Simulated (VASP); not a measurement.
Wanted: the native input for a VASP 6.6.1 run.

```
Task                   : single point
Functional             : PBE
Potentials or basis    : VASP PAW PBE potentials, release 64 (K_sv, Pd, Se, I)
Cutoff                 : 520 eV
k mesh                 : 3 × 3 × 3
Occupations            : gaussian, width 0.15 eV
Spin                   : no spin polarisation
Dipole correction      : no
Further INCAR settings : ALGO = Normal; EDIFF = 1e-07; NBANDS = 33
```

The structure of KPd2Se2I lies in POSCAR:

```
KPd2Se2I
1.0
   -2.8667522355      2.8667522355      5.2393351916
    2.8667522355     -2.8667522355      5.2393351916
    2.8667522355      2.8667522355     -5.2393351916
K Pd Se I
1 2 2 1
Direct
    0.2500000000      0.7500000000      0.5000000000
    0.7500000000      0.2500000000      0.5000000000
    0.5000000000      0.5000000000      0.0000000000
    0.2719388700      0.2719388700      0.0000000000
    0.7280611300      0.7280611300      0.0000000000
    0.0000000000      0.0000000000      0.0000000000
```

The cell was built from a structure type or drawn by symmetry, and may not be a known phase.

The input as run:

INCAR

```
SYSTEM = KPd2Se2I
PREC = Accurate ; ENCUT = 520
EDIFF = 1E-7 ; ISMEAR = 0
SIGMA = 0.15 ; LREAL = .False.
LASPH = .True. ; NELM = 100
ALGO = Normal ; ISIF = 2
LWAVE = .False. ; LCHARG = .False.
GGA = PE ; NBANDS = 33
```

KPOINTS

```
regular mesh
0
Gamma
  3 3 3
  0 0 0
```

Potentials or basis: VASP PAW PBE potentials, release 64 (K_sv, Pd, Se, I).

Run with:

```bash
$ cat potpaw_PBE.64/K_sv/POTCAR potpaw_PBE.64/Pd/POTCAR potpaw_PBE.64/Se/POTCAR potpaw_PBE.64/I/POTCAR > POTCAR
$ mpirun -np 1 vasp_std > vasp.out
```

Results of the run:

The pressure is 0.3 GPa, the largest force is 0.035 eV/Å and the band gap on the k mesh is zero (bands 24 and 25 overlap by 0.41 eV).

Caveat: the k points lie up to 0.42 Å⁻¹ apart; spin-orbit coupling is left out, which moves the levels of the heavy elements.

Run time: 49 s on 1 thread of Intel(R) Xeon(R) 6975P-C (Granite Rapids), with other jobs on the host, peak memory 0.36 GiB.
